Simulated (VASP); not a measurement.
# Al (P4/mmm) in VASP: single point with LDA

Aim: the single point of Al with LDA.

All numbers are computed with VASP 6.6.1; they aren't measurements. Logs are shortened: lines on timing, memory, paths and dates and some standing lists are left out, and cuts for length are marked.

**1. The cell of the first run**

It takes space group P4/mmm (No. 123, tetragonal). The conventional cell has a = 2.778 Å, b = 2.778 Å, c = 7.513 Å, α = 90.00°, β = 90.00°, γ = 90.00°. Al (site symmetry 4/mmm) has 12 Al at 2.78 to 2.85 Å within 3.7 Å. Al (site symmetry 4mm) has 9 Al at 2.78 to 3.40 Å within 3.7 Å.

**2. Single point, LDA**

Input file INCAR:

```
SYSTEM = Al
PREC = Accurate
ENCUT = 520
EDIFF = 1E-6
ISMEAR = 1
SIGMA = 0.1
LREAL = .False.
LASPH = .True.
NELM = 100
ALGO = Normal
ISIF = 2
LWAVE = .False.
LCHARG = .True.
GGA = CA
LELF = .True.
LVHAR = .True.
NBANDS = 12
```

Input file KPOINTS:

```
Automatic mesh
0
Gamma
  8 8 3
  0 0 0
```

Input file POSCAR:

```
Al
1.0
    2.7784050000      0.0000000000      0.0000000000
    0.0000000000      2.7784050000      0.0000000000
    0.0000000000      0.0000000000      7.5134030000
Al
3
Direct
    0.0000000000      0.0000000000      0.5000000000
    0.5000000000      0.5000000000      0.2261160000
    0.5000000000      0.5000000000      0.7738840000
```

Potentials or basis: VASP PAW LDA potentials, release 64 (Al).

Command:

```sh
cat potpaw_LDA.64/Al/POTCAR > POTCAR
mpirun -np 1 vasp_std > vasp.out
```

OUTCAR:

```text
SYSTEM = Al
   PREC = Accurate
   ENCUT = 520
   EDIFF = 1E-6
   ISMEAR = 1
   LREAL = .False.
   LASPH = .True.
   NELM = 100
   ISIF = 2
   GGA = CA

 ion  position               nearest neighbor table
   1  0.000  0.000  0.500-   2 2.85   3 2.85   2 2.85   3 2.85   2 2.85   3 2.85   2 2.85   3 2.85

   2  0.500  0.500  0.226-   1 2.85   1 2.85   1 2.85   1 2.85
   3  0.500  0.500  0.774-   1 2.85   1 2.85   1 2.85   1 2.85

  LATTYP: Found a simple tetragonal cell.
 ALAT       =     2.7784050000
 C/A-ratio  =     2.7042144684

  Lattice vectors:

 A1 = (   2.7784050000,   0.0000000000,   0.0000000000)
 A2 = (   0.0000000000,   2.7784050000,   0.0000000000)
 A3 = (   0.0000000000,   0.0000000000,   7.5134030000)

Analysis of symmetry for initial positions (statically):
=====================================================================
 Subroutine PRICEL returns:
 Original cell was already a primitive cell.

 Routine SETGRP: Setting up the symmetry group for a
 simple tetragonal supercell.

 Subroutine GETGRP returns: Found 16 space group operations
 (whereof 16 operations were pure point group operations)
 out of a pool of 16 trial point group operations.

The static configuration has the point symmetry D_4h.

Analysis of symmetry for dynamics (positions and initial velocities):
=====================================================================
 Subroutine PRICEL returns:
 Original cell was already a primitive cell.

 Routine SETGRP: Setting up the symmetry group for a
 simple tetragonal supercell.

 Subroutine GETGRP returns: Found 16 space group operations
 (whereof 16 operations were pure point group operations)
 out of a pool of 16 trial point group operations.

The dynamic configuration has the point symmetry D_4h.

 Subroutine INISYM returns: Found 16 space group operations
 (whereof 16 operations are pure point group operations),
 and found     1 'primitive' translations

----------------------------------------------------------------------------------------

                                     Primitive cell

  volume of cell :      58.0000

  direct lattice vectors                    reciprocal lattice vectors
     2.778405000  0.000000000  0.000000000     0.359918730  0.000000000  0.000000000
     0.000000000  2.778405000  0.000000000     0.000000000  0.359918730  0.000000000
     0.000000000  0.000000000  7.513403000     0.000000000  0.000000000  0.133095483

  length of vectors
     2.778405000  2.778405000  7.513403000     0.359918730  0.359918730  0.133095483

  position of ions in fractional coordinates (direct lattice)
     0.000000000  0.000000000  0.500000000
     0.500000000  0.500000000  0.226116000
     0.500000000  0.500000000  0.773884000

  ion indices of the primitive-cell ions
   primitive index   ion index
                 1           1
                 2           2
                 3           3

----------------------------------------------------------------------------------------

 KPOINTS: Automatic mesh

Automatic generation of k-mesh.
 Grid dimensions read from file:
 generate k-points for:    8    8    3

 Generating k-lattice:

  Cartesian coordinates                     Fractional coordinates (reciprocal lattice)
     0.044989841  0.000000000  0.000000000     0.125000000  0.000000000  0.000000000
     0.000000000  0.044989841  0.000000000     0.000000000  0.125000000  0.000000000
     0.000000000  0.000000000  0.044365161     0.000000000  0.000000000  0.333333333

  Length of vectors
     0.044989841  0.044989841  0.044365161

  Shift w.r.t. Gamma in fractional coordinates (k-lattice)
     0.000000000  0.000000000  0.000000000

 Subroutine IBZKPT returns following result:
 ===========================================

 Found     30 irreducible k-points:

 Following reciprocal coordinates:
            Coordinates               Weight
  0.000000  0.000000  0.000000      1.000000
  0.125000  0.000000  0.000000      4.000000
  0.250000  0.000000  0.000000      4.000000
  0.375000  0.000000  0.000000      4.000000
  0.500000  0.000000  0.000000      2.000000
  0.125000  0.125000  0.000000      4.000000
[... 16 lines left out ...]
  0.375000  0.125000  0.333333     16.000000
  0.500000  0.125000  0.333333      8.000000
 [... further k-points ...]
   k-points           NKPTS =     30   k-points in BZ     NKDIM =     30   number of bands    NBANDS=     12
   number of dos      NEDOS =    301   number of ions     NIONS =      3
   total plane-waves  NPLWV =  32256
   dimension x,y,z NGX =    24 NGY =   24 NGZ =   56
   dimension x,y,z NGXF=    48 NGYF=   48 NGZF=  112
   ions per type =               3
   NGX,Y,Z   is equivalent  to a cutoff of  14.36, 14.36, 12.39 a.u.
   NGXF,Y,Z  is equivalent  to a cutoff of  28.72, 28.72, 24.78 a.u.
 SYSTEM =  Al
   PREC   = accura    normal or accurate (medium, high low for compatibility)
   ISTART =      0    job   : 0-new  1-cont  2-samecut
   ICHARG =      2    charge: 1-file 2-atom 10-const
   ISPIN  =      1    spin polarized calculation?
   LNONCOLLINEAR =      F non collinear calculations
   LSORBIT =      F    spin-orbit coupling
   LASPH  =      T    aspherical Exc in radial PAW
   ENCUT  =  520.0 eV  38.22 Ry    6.18 a.u.   5.17  5.17 13.97*2*pi/ulx,y,z
   NELM   =    100;   NELMIN=  2; NELMDL= -5     # of ELM steps
   EDIFF  = 0.1E-05   stopping-criterion for ELM
   LREAL  =      F    real-space projection
   EDIFFG = 0.1E-04   stopping-criterion for IOM
   NSW    =      0    number of steps for IOM
   IBRION =     -1    ionic relax: 0-MD 1-quasi-New 2-CG
   NFREE  =      0    steps in history (QN), initial steepest desc. (CG)
   ISIF   =      2    stress and relaxation
   ISYM   =      2    0-nonsym 1-usesym 2-fastsym
   POTIM  = 0.5000    time-step for ionic-motion
   TEBEG  =    0.0;   TEEND  =   0.0 temperature during run
   PSTRESS=    0.0 pullay stress
   NELECT =       9.0000    total number of electrons
   NUPDOWN=      -1.0000    fix difference up-down
   EMIN   =  10.00;   EMAX   =-10.00  energy-range for DOS
   EFERMI =   0.00;   METHOD = LEGACY
   ISMEAR =     1;   SIGMA  =   0.10  broadening in eV -4-tet -1-fermi 0-gaus
   EFERMI_NEDOS =   21; number of points for ismear=-14 and -15
   IALGO  =     38    algorithm
   IMIX   =      4    mixing-type and parameters
     AMIX     =   0.40;   BMIX     =  1.00
     AMIX_MAG =   1.60;   BMIX_MAG =  1.00
  volume/ion in A,a.u.               =      19.33       130.47
  Fermi-wavevector in a.u.,A,eV,Ry     =   0.879724  1.662437 10.529742  0.773914
  Thomas-Fermi vector in A             =   1.999987
   LORBIT       =      0    0 simple, 1 ext, 2 COOP (PROOUT), +10 PAW based schemes
   GGA     = CA    functional components
   LHFCALC =     F    Hartree Fock is set to
   AEXX    =    0.0000 exact exchange contribution
   IVDW    =     0    specifies the selected vdW correction
   LEPSILON=     F    determine dielectric tensor
   LRPA    =     F    only Hartree local field effects (RPA)
 non-spin polarized calculation
 Methfessel and Paxton  Order N= 1 SIGMA  =   0.10
  energy-cutoff  :      520.00
  volume of cell :       58.00
 maximum number of plane-waves:      1580
 NGX is ok and might be reduce to    24
   NGX = 11   NGY = 11   NGZ = 27

 number of electron       9.0000000 magnetization

 Free energy of the ion-electron system (eV)
  ---------------------------------------------------
  ext. energy  EPLUGINS =         0.00000000
  ---------------------------------------------------
  free energy    TOTEN  =       -11.79666888 eV

  energy without entropy =      -11.79259907  energy(sigma->0) =      -11.79531228

 E-fermi :   6.0314     XC(G=0):  -9.6348

 val. band max:        6.0299518695   @ k =   0.2500   0.1250   0.3333
 cond. band min:       6.0371029666   @ k =   0.5000   0.0000   0.3333
 fundamental gap:      0.0071510971
 Fermi energy:         6.0313713732

 k-point     1 :       0.0000    0.0000    0.0000
  band No.  band energies     occupation
      1      -4.6038      2.00000
      2      -2.1393      2.00000
      3      -0.0249      2.00000
      4       5.7654      2.00110
      5       7.3158     -0.00000
      6      12.3885      0.00000
      7      12.9877      0.00000
      8      12.9877      0.00000
      9      14.5622      0.00000
     10      15.0877      0.00000
     11      15.0877      0.00000
     12      16.6550      0.00000

 k-point     2 :       0.1250    0.0000    0.0000
  band No.  band energies     occupation
      1      -4.3064      2.00000
      2      -1.8461      2.00000
      3       0.2663      2.00000
      4       6.0378      0.89189
      5       7.5541     -0.00000
      6       9.2504      0.00000
      7      11.4177      0.00000
      8      13.2400      0.00000
      9      13.6643      0.00000
     10      14.5605      0.00000
     11      15.3404      0.00000
     12      16.4906      0.00000

 k-point     3 :       0.2500    0.0000    0.0000
  band No.  band energies     occupation
      1      -3.4183      2.00000
      2      -0.9706      2.00000
      3       1.1340      2.00000
      4       5.6782      2.00001
      5       6.8496     -0.00000
      6       8.0202     -0.00000
      7       8.4325      0.00000
      8      10.3791      0.00000
      9      13.9977      0.00000
     10      15.2721      0.00000
     11      15.5992      0.00000
     12      16.0980      0.00000

 k-point     4 :       0.3750    0.0000    0.0000
  band No.  band energies     occupation
      1      -1.9513      2.00000
      2       0.4759      2.00000
      3       2.5424      2.00000
      4       2.6501      2.00000
      5       5.0013      2.00000
      6       7.1730     -0.00000
      7       8.2052      0.00000
      8      10.0149      0.00000
      9      12.5528      0.00000
     10      14.4514      0.00000
     11      15.2617      0.00000
     12      16.9939      0.00000

 k-point     5 :       0.5000    0.0000    0.0000
  band No.  band energies     occupation
      1      -0.0032      2.00000
      2       0.1595      2.00000
      3       2.4413      2.00000
      4       2.5098      2.00000
      5       4.0703      2.00000
      6       5.1639      2.00000
      7       9.7674      0.00000
      8      10.4911      0.00000
      9      11.4170      0.00000
     10      12.5549      0.00000
     11      16.9466      0.00000
     12      17.1157      0.00000
[... 228 lines left out ...]
      1      -3.9282      2.00000
      2      -1.9898      2.00000
      3       1.6529      2.00000
      4       4.1092      2.00000
      5       8.9087      0.00000
      6      10.2245      0.00000
      7      10.7450      0.00000
      8      10.9937      0.00000
      9      12.4281      0.00000
     10      13.9614      0.00000
     11      14.6459      0.00000
     12      16.0675      0.00000

 k-point    22 :       0.2500    0.1250    0.3333
  band No.  band energies     occupation
      1      -3.0427      2.00000
      2      -1.1127      2.00000
      3       2.5130      2.00000
      4       4.9208      2.00000
      5       6.0300      1.02402
      6       7.8987     -0.00000
      7      10.6401      0.00000
      8      11.1570      0.00000
      9      11.7845      0.00000
     10      12.6257      0.00000
     11      13.7761      0.00000
     12      15.5738      0.00000

 k-point    23 :       0.3750    0.1250    0.3333
  band No.  band energies     occupation
      1      -1.5801      2.00000
      2       0.3348      2.00000
      3       2.9880      2.00000
      4       3.8973      2.00000
      5       4.8891      2.00000
      6       6.3770     -0.00001
      7       8.4783      0.00000
      8      10.8920      0.00000
      9      11.9742      0.00000
     10      12.8743      0.00000
     11      13.8794      0.00000
     12      16.0686      0.00000

 k-point    24 :       0.5000    0.1250    0.3333
  band No.  band energies     occupation
      1       0.3767      2.00000
      2       0.5069      2.00000
      3       2.2388      2.00000
      4       2.4251      2.00000
      5       5.5817      2.00000
      6       6.3078     -0.00066
      7       7.9044     -0.00000
      8       8.8740      0.00000
      9      13.7762      0.00000
     10      13.8655      0.00000
     11      13.9984      0.00000
     12      15.3331      0.00000

 [... further k-points ...]
[... 5 lines left out ...]
  --------------------------------------------------------------------------------------
  -------------------------------------------------------------------------------------
  Total       -0.1915661     -0.1915661     -2.7347368      0.0000000      0.0000000      0.0000000
  in kB       -5.2917762     -5.2917762    -75.5437140      0.0000000      0.0000000      0.0000000
  external PRESSURE =     -28.7090888 kB  Pullay stress =       0.0000000 kB

 VOLUME and BASIS-vectors are now :
 -----------------------------------------------------------------------------
  energy-cutoff  :      520.00
  volume of cell :       58.00
      direct lattice vectors                 reciprocal lattice vectors
     2.778405000  0.000000000  0.000000000     0.359918730  0.000000000  0.000000000
     0.000000000  2.778405000  0.000000000     0.000000000  0.359918730  0.000000000
     0.000000000  0.000000000  7.513403000     0.000000000  0.000000000  0.133095483

 POSITION                                       TOTAL-FORCE (eV/Angst)
 -----------------------------------------------------------------------------------
      0.00000      0.00000      3.75670         0.000000      0.000000      0.000000
      1.38920      1.38920      1.69890         0.000000      0.000000     -0.244239
      1.38920      1.38920      5.81450        -0.000000     -0.000000      0.244239
 -----------------------------------------------------------------------------------
    total drift:                               -0.000000      0.000000      0.000000

  FREE ENERGIE OF THE ION-ELECTRON SYSTEM (eV)
  ---------------------------------------------------
  free  energy   TOTEN  =       -11.7966688807 eV

  energy  without entropy=      -11.7925990722  energy(sigma->0) =      -11.79531228
```

It took 10 s on 1 thread of Intel Xeon Platinum 8488C (Sapphire Rapids), shared host; peak memory 0.14 GiB.

What came out:

```
Free energy   : -11.7967 eV
Pressure      : -2.9 GPa
Largest force : 0.244 eV/Å
```

Forces on the atoms (eV/Å):
```
Al   0.000  0.000  0.000
Al   0.000  0.000 -0.244
Al   0.000  0.000  0.244
```
